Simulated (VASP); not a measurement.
# BaHCl (P4/nmm) in VASP: evGW0 quasiparticle levels with LDA

Aim: the evGW0 quasiparticle levels of BaHCl with LDA.

Program: VASP 6.6.1. These are calculated values, not measurements. Logs are shortened: lines on timing, memory, paths and dates and some standing lists are left out, and cuts for length are marked.

### 1 The cell of the first run

Symmetry: P4/nmm, No. 129, tetragonal system. The conventional cell has a = 4.408 Å, b = 4.408 Å, c = 7.202 Å, α = 90.00°, β = 90.00°, γ = 90.00°. Within 3.6 Å of Ba (site symmetry 4mm) lie 4 H at 2.69 Å and 5 Cl at 3.13 to 3.27 Å. Cl (site symmetry 4mm) has 6 Ba at 3.13 to 4.07 Å and 4 H at 3.35 Å and 4 Cl at 3.79 Å within 4.1 Å. Within 3.6 Å of H (site symmetry -4m2) lie 4 Ba at 2.69 Å and 4 H at 3.12 Å and 4 Cl at 3.35 Å.

### 2 EvGW0 quasiparticle levels, LDA

POSCAR

```
BaHCl
1.0
    4.4080000000      0.0000000000      0.0000000000
    0.0000000000      4.4080000000      0.0000000000
    0.0000000000      0.0000000000      7.2020000000
Ba Cl H
2 2 2
Direct
    0.5000000000      0.0000000000      0.7850000000
    0.0000000000      0.5000000000      0.2150000000
    0.5000000000      0.0000000000      0.3500000000
    0.0000000000      0.5000000000      0.6500000000
    0.5000000000      0.5000000000      0.0000000000
    0.0000000000      0.0000000000      0.0000000000
```

INCAR.step1

```
PREC = Accurate
ENCUT = 500
EDIFF = 1E-8
ISMEAR = 0
SIGMA = 0.01
LREAL = False
LASPH = True
NELM = 100
ALGO = Fast
LWAVE = True
LCHARG = False
GGA = CA
KPAR = 4
```

INCAR.step2

```
PREC = Accurate
ENCUT = 500
EDIFF = 1E-8
ISMEAR = 0
SIGMA = 0.01
LREAL = False
LASPH = True
NELM = 1
ALGO = Exact
LWAVE = True
LCHARG = False
GGA = CA
NBANDS = 435
LOPTICS = True
ISTART = 1
KPAR = 4
```

INCAR.step3

```
PREC = Accurate
ENCUT = 500
EDIFF = 1E-8
ISMEAR = 0
SIGMA = 0.01
LREAL = False
LASPH = True
ALGO = EVGW0
LWAVE = False
LCHARG = False
GGA = CA
NELMGW = 4
NBANDS = 435
ENCUTGW = 120
NOMEGA = 50
PRECFOCK = Fast
ISTART = 1
NBANDSGW = 26
KPAR = 4
```

KPOINTS

```
regular mesh
0
Gamma
  4 4 2
```

Potentials or basis: VASP PAW LDA potentials, release 64 (Ba_sv_GW, Cl_GW, H_GW).

Command:

```
cat potpaw_LDA.64/Ba_sv_GW/POTCAR potpaw_LDA.64/Cl_GW/POTCAR potpaw_LDA.64/H_GW/POTCAR > POTCAR
cp INCAR.step1 INCAR
mpirun -np 4 vasp_std > vasp.out
cp INCAR.step2 INCAR
mpirun -np 4 vasp_std > vasp.out
cp INCAR.step3 INCAR
mpirun -np 4 vasp_std > vasp.out
```

OUTCAR:

```text
PREC = Accurate
   ENCUT = 500
   EDIFF = 1E-8
   ISMEAR = 0
   LREAL = False
   LASPH = True
   GGA = CA
   NELMGW = 4
   ENCUTGW = 120
   PRECFOCK = Fast
   ISTART = 1

 ion  position               nearest neighbor table
   1  0.500  0.000  0.785-
   2  0.000  0.500  0.215-
   3  0.500  0.000  0.350-
   4  0.000  0.500  0.650-
   5  0.500  0.500  0.000-
   6  0.000  0.000  0.000-

  LATTYP: Found a simple tetragonal cell.
 ALAT       =     4.4080000000
 C/A-ratio  =     1.6338475499

  Lattice vectors:

 A1 = (   4.4080000000,   0.0000000000,   0.0000000000)
 A2 = (   0.0000000000,   4.4080000000,   0.0000000000)
 A3 = (   0.0000000000,   0.0000000000,   7.2020000000)

Analysis of symmetry for initial positions (statically):
=====================================================================
 Subroutine PRICEL returns:
 Original cell was already a primitive cell.

 Routine SETGRP: Setting up the symmetry group for a
 simple tetragonal supercell.

 Subroutine GETGRP returns: Found 16 space group operations
 (whereof  8 operations were pure point group operations)
 out of a pool of 16 trial point group operations.

The static configuration has the point symmetry D_2d.
 The point group associated with its full space group is D_4h.

Analysis of symmetry for dynamics (positions and initial velocities):
=====================================================================
 Subroutine PRICEL returns:
 Original cell was already a primitive cell.

 Routine SETGRP: Setting up the symmetry group for a
 simple tetragonal supercell.

 Subroutine GETGRP returns: Found 16 space group operations
 (whereof  8 operations were pure point group operations)
 out of a pool of 16 trial point group operations.

The dynamic configuration has the point symmetry D_2d.
 The point group associated with its full space group is D_4h.

 Subroutine INISYM returns: Found 16 space group operations
 (whereof  8 operations are pure point group operations),
 and found     1 'primitive' translations

----------------------------------------------------------------------------------------

                                     Primitive cell

  volume of cell :     139.9382

  direct lattice vectors                    reciprocal lattice vectors
     4.408000000  0.000000000  0.000000000     0.226860254  0.000000000  0.000000000
     0.000000000  4.408000000  0.000000000     0.000000000  0.226860254  0.000000000
     0.000000000  0.000000000  7.202000000     0.000000000  0.000000000  0.138850319

  length of vectors
     4.408000000  4.408000000  7.202000000     0.226860254  0.226860254  0.138850319

  position of ions in fractional coordinates (direct lattice)
     0.500000000  0.000000000  0.785000000
     0.000000000  0.500000000  0.215000000
     0.500000000  0.000000000  0.350000000
     0.000000000  0.500000000  0.650000000
     0.500000000  0.500000000  0.000000000
     0.000000000  0.000000000  0.000000000

  ion indices of the primitive-cell ions
   primitive index   ion index
                 1           1
                 2           2
                 3           3
                 4           4
                 5           5
                 6           6

----------------------------------------------------------------------------------------

 KPOINTS: regular mesh

Automatic generation of k-mesh.
 Grid dimensions read from file:
 generate k-points for:    4    4    2

 Generating k-lattice:

  Cartesian coordinates                     Fractional coordinates (reciprocal lattice)
     0.056715064  0.000000000  0.000000000     0.250000000  0.000000000  0.000000000
     0.000000000  0.056715064  0.000000000     0.000000000  0.250000000  0.000000000
     0.000000000  0.000000000  0.069425160     0.000000000  0.000000000  0.500000000

  Length of vectors
     0.056715064  0.056715064  0.069425160

  Shift w.r.t. Gamma in fractional coordinates (k-lattice)
     0.000000000  0.000000000  0.000000000

 Subroutine IBZKPT returns following result:
 ===========================================

 Found     12 irreducible k-points:

 Following reciprocal coordinates:
            Coordinates               Weight
  0.000000  0.000000  0.000000      1.000000
  0.250000  0.000000  0.000000      4.000000
  0.500000  0.000000  0.000000      2.000000
  0.250000  0.250000  0.000000      4.000000
  0.500000  0.250000  0.000000      4.000000
  0.500000  0.500000  0.000000      1.000000
  0.000000  0.000000  0.500000      1.000000
  0.250000  0.000000  0.500000      4.000000
  0.500000  0.000000  0.500000      2.000000
  0.250000  0.250000  0.500000      4.000000
  0.500000  0.250000  0.500000      4.000000
  0.500000  0.500000  0.500000      1.000000
   k-points           NKPTS =     12   k-points in BZ     NKDIM =     32   number of bands    NBANDS=    435
   number of dos      NEDOS =    301   number of ions     NIONS =      6
   total plane-waves  NPLWV =  55296
   dimension x,y,z NGX =    32 NGY =   32 NGZ =   54
   dimension x,y,z NGXF=    64 NGYF=   64 NGZF=  108
   ions per type =               2   2   2
   NGX,Y,Z   is equivalent  to a cutoff of  12.07, 12.07, 12.46 a.u.
   NGXF,Y,Z  is equivalent  to a cutoff of  24.14, 24.14, 24.93 a.u.
 SYSTEM =  unknown system
   PREC   = accura    normal or accurate (medium, high low for compatibility)
   ISTART =      1    job   : 0-new  1-cont  2-samecut
   ICHARG =      0    charge: 1-file 2-atom 10-const
   ISPIN  =      1    spin polarized calculation?
   LNONCOLLINEAR =      F non collinear calculations
   LSORBIT =      F    spin-orbit coupling
   LASPH  =      T    aspherical Exc in radial PAW
   ENCUT  =  500.0 eV  36.75 Ry    6.06 a.u.   8.04  8.04 13.13*2*pi/ulx,y,z
   NELM   =     60;   NELMIN=  2; NELMDL=  0     # of ELM steps
   EDIFF  = 0.1E-07   stopping-criterion for ELM
   LREAL  =      F    real-space projection
   EDIFFG = 0.1E-06   stopping-criterion for IOM
   NSW    =      0    number of steps for IOM
   IBRION =     -1    ionic relax: 0-MD 1-quasi-New 2-CG
   NFREE  =      0    steps in history (QN), initial steepest desc. (CG)
   ISIF   =      0    stress and relaxation
   ISYM   =      3    0-nonsym 1-usesym 2-fastsym
   POTIM  = 0.5000    time-step for ionic-motion
   TEBEG  =    0.0;   TEEND  =   0.0 temperature during run
   PSTRESS=    0.0 pullay stress
   NELECT =      36.0000    total number of electrons
   NUPDOWN=      -1.0000    fix difference up-down
   EMIN   =  10.00;   EMAX   =-10.00  energy-range for DOS
   EFERMI =   0.00;   METHOD = LEGACY
   ISMEAR =     0;   SIGMA  =   0.01  broadening in eV -4-tet -1-fermi 0-gaus
   EFERMI_NEDOS =   21; number of points for ismear=-14 and -15
   IALGO  =     38    algorithm
   IMIX   =      4    mixing-type and parameters
     AMIX     =   0.40;   BMIX     =  1.00
     AMIX_MAG =   1.60;   BMIX_MAG =  1.00
  volume/ion in A,a.u.               =      23.32       157.39
  Fermi-wavevector in a.u.,A,eV,Ry     =   1.041191  1.967565 14.749775  1.084078
  Thomas-Fermi vector in A             =   2.175800
   LORBIT       =      0    0 simple, 1 ext, 2 COOP (PROOUT), +10 PAW based schemes
   GGA     = CA    functional components
   LHFCALC =     T    Hartree Fock is set to
   PRECFOCK=fast      Normal, Fast or Accurate (Low or Medium for compatibility)
   ENCUT4O =  -1.0   cutoff for four orbital integrals eV
   NKREDX  =     1    reduce k-point grid by
   NKREDY  =     1    reduce k-point grid by
   NKREDZ  =     1    reduce k-point grid by
   AEXX    =    1.0000 exact exchange contribution
   HFSCREEN=    0.0000 screening length (either q_TF or 0.3 A-1)
   HFSCREENC=   0.0000 screening length for correlation (either q_TF or 0.3 A-1)
   ENCUTFOCK=  -1.0 apply spherical cutoff to Coloumb kernel
   IVDW    =     0    specifies the selected vdW correction
   LEPSILON=     F    determine dielectric tensor
   LRPA    =     F    only Hartree local field effects (RPA)
   LRPAFORCE           =     F    calculate RPA forces
   ENCUTGW             = 120.0    cutoff for response function in eV
   ENCUTGWSOFT         =  96.0    soft cutoff for Coulomb kernel in GW response function in eV
   ENCUTLF             =  -1.0    cutoff for local field effects
   NELMGW              =     4    number of iterations in solving QP/BSE equation
   NELMHF              =     1    number of iterations in the inner HF iteration
   NKREDLFX            =     1    NKREDLFY  =   1   NKREDLFZ  =   1
 non-spin polarized calculation
 Gauss-broadening in eV      SIGMA  =   0.01
  energy-cutoff  :      500.00
  volume of cell :      139.94
 maximum number of plane-waves:      3608
  NGX = 18; NGY = 18; NGZ = 30
   NGX = 17   NGY = 17   NGZ = 27
 maximum number of plane-waves:       432
 NGX is ok and might be reduce to    18

 QP shifts <psi_nk| G(iteration)W_0 |psi_nk>: iteration 1
 for sc-GW calculations column KS-energies equals QP-energies in previous step
 and V_xc(KS)=  KS-energies - (<T + V_ion + V_H > + <T+V_H+V_ion>^1  + <V_x>^1)

 k-point   1 :       0.0000    0.0000    0.0000
  band No.  KS-energies  QP-energies   sigma(KS)   V_xc(KS)     V^pw_x(r,r')   Z            occupation Imag(sigma)

      1     -23.7068     -24.2982     -16.3505     -15.3867     -24.5537       0.6135       2.0000       1.1720
      2     -23.6594     -24.2498     -16.3912     -15.4353     -24.5683       0.6177       2.0000       1.1547
      3     -12.1982     -13.1665     -16.3472     -14.8932     -23.9890       0.6660       2.0000       1.1504
      4     -11.8333     -12.8046     -16.7117     -15.2853     -24.3973       0.6809       2.0000       1.1453
      5      -9.0433     -10.4318     -15.8164     -13.9644     -19.2553       0.7498       2.0000       0.3328
      6      -8.9083     -10.3115     -15.9614     -14.1211     -19.0808       0.7625       2.0000       0.2184
[... 348 lines left out ...]
     25       9.5912      10.9916      -9.1361     -10.9458      -4.6266       0.7738       0.0000      -0.1763
     26       9.5912      10.9916      -9.1361     -10.9458      -4.6266       0.7738       0.0000      -0.1763

 QP shifts <psi_nk| G(iteration)W_0 |psi_nk>: iteration 2

 k-point   1 :       0.0000    0.0000    0.0000
  band No. old QP-enery  QP-energies   sigma(KS)   T+V_ion+V_H  V^pw_x(r,r')   Z            occupation Imag(sigma)

      1     -24.2982     -24.6683     -16.5967      -8.3201     -24.5537       0.5984       2.0000       0.9836
      2     -24.2498     -24.6200     -16.6395      -8.2241     -24.5683       0.6031       2.0000       0.9713
      3     -13.1665     -13.5154     -16.3825       2.6949     -23.9890       0.6696       2.0000       1.1200
      4     -12.8046     -13.1347     -16.7403       3.4520     -24.3973       0.6824       2.0000       1.1128
      5     -10.4318     -10.7353     -15.7578       4.9212     -19.2553       0.7497       2.0000       0.3394
      6     -10.3115     -10.6033     -15.9049       5.2128     -19.0808       0.7665       2.0000       0.2243
[... 348 lines left out ...]
     25      10.9916      11.1387      -9.3529      20.5370      -4.6266       0.7641       0.0000      -0.2054
     26      10.9916      11.1387      -9.3529      20.5370      -4.6266       0.7641       0.0000      -0.2054

 QP shifts <psi_nk| G(iteration)W_0 |psi_nk>: iteration 3

 k-point   1 :       0.0000    0.0000    0.0000
  band No. old QP-enery  QP-energies   sigma(KS)   T+V_ion+V_H  V^pw_x(r,r')   Z            occupation Imag(sigma)

      1     -24.6683     -24.7890     -16.5506      -8.3201     -24.5537       0.5964       2.0000       1.0027
      2     -24.6200     -24.7389     -16.5937      -8.2241     -24.5683       0.6012       2.0000       0.9890
      3     -13.5154     -13.6132     -16.3567       2.6949     -23.9890       0.6681       2.0000       1.1308
      4     -13.1347     -13.2272     -16.7223       3.4520     -24.3973       0.6819       2.0000       1.1220
      5     -10.7353     -10.8000     -15.7431       4.9212     -19.2553       0.7469       2.0000       0.3433
      6     -10.6033     -10.6633     -15.8952       5.2128     -19.0808       0.7579       2.0000       0.2257
[... 348 lines left out ...]
     25      11.1387      11.1555      -9.3764      20.5370      -4.6266       0.7658       0.0000      -0.2090
     26      11.1387      11.1555      -9.3764      20.5370      -4.6266       0.7658       0.0000      -0.2090

 QP shifts <psi_nk| G(iteration)W_0 |psi_nk>: iteration 4

 k-point   1 :       0.0000    0.0000    0.0000
  band No. old QP-enery  QP-energies   sigma(KS)   T+V_ion+V_H  V^pw_x(r,r')   Z            occupation Imag(sigma)

      1     -24.7890     -24.8217     -16.5237      -8.3201     -24.5537       0.5961       2.0000       1.0164
      2     -24.7389     -24.7708     -16.5679      -8.2241     -24.5683       0.6008       2.0000       1.0014
      3     -13.6132     -13.6385     -16.3460       2.6949     -23.9890       0.6675       2.0000       1.1357
      4     -13.2272     -13.2511     -16.7142       3.4520     -24.3973       0.6816       2.0000       1.1267
      5     -10.8000     -10.8143     -15.7404       4.9212     -19.2553       0.7462       2.0000       0.3443
      6     -10.6633     -10.6766     -15.8936       5.2128     -19.0808       0.7583       2.0000       0.2259
[... 348 lines left out ...]
     25      11.1555      11.1571      -9.3795      20.5370      -4.6266       0.7657       0.0000      -0.2094
     26      11.1555      11.1571      -9.3795      20.5370      -4.6266       0.7657       0.0000      -0.2094
```

Wall time 42 min (4 MPI ranks of Intel Xeon Platinum 8375C at 2.90GHz (Ice Lake), shared host); peak memory 3.7 GiB.

Results:

| Quantity | Value |
| --- | --- |
| Quasiparticle gap | 5.44 eV |
| Least direct quasiparticle gap | 5.44 eV |
| Band gap of the starting levels on the mesh | 2.97 eV |
| Least direct gap of the starting levels on the mesh | 2.97 eV |

Quasiparticle gap after each update of the energies (eV): 5.06, 5.38, 5.43, 5.44

Caveat: the k points lie up to 0.44 Å⁻¹ apart; bands, screening cutoff and mesh are small and nothing is extrapolated, so the quasiparticle values aren't converged; spin-orbit coupling is left out, which moves the levels of the heavy elements.
